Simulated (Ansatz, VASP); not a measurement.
Two plane-wave programs on PbO2

```
Pb O
1.0
     3.68340   -0.00014   -0.00329
    -0.00089    3.91118    0.31816
    -0.00851    0.46517    5.79213
Pb O
2 4
Direct
  0.00080 0.05722 0.01246
  0.49920 0.44282 0.48754
  0.00002 0.51116 0.18724
  0.99986 0.50074 0.67586
  0.49997 0.98890 0.31276
  0.50014 0.99915 0.82415
```

Change from the starting cell: tetragonal zirconia type (P4_2/nmc, No. 137); cell x1, atoms moved at random (sigma 0.15 Å) and cell strained at random (1.5 %), then relaxed without symmetry.

Alike in both runs: functional PBE; k mesh 6 × 6 × 4; occupations gaussian, width 0.1 eV; no spin polarisation.

Ansatz relaxed the structure, and its values are those at the end. VASP's run is a single point on that final structure, the one shown.

```csv
,VASP,Ansatz
version,VASP 6.6.1,Ansatz 0.2.0
potentials or method,"VASP PAW PBE potentials, release 64 (Pb_d, O), cutoff 600 eV","scalar-relativistic, plane waves, PAW"
valence electrons in the cell,52,52
```

VASP gave:

```
gap on the k mesh at the Fermi level (eV) : none
pressure (GPa)                            : 0.1
rms of the force components (eV/Å)        : 0.012
```

Question: Which values does Ansatz return?

Answer: gap on the k mesh at the Fermi level (eV): none; pressure (GPa): 0.0; rms of the force components (eV/Å): 0.002.

A gap of «none» marks a metal or a gap that the smearing closes.

Neither program's run includes spin-orbit coupling.
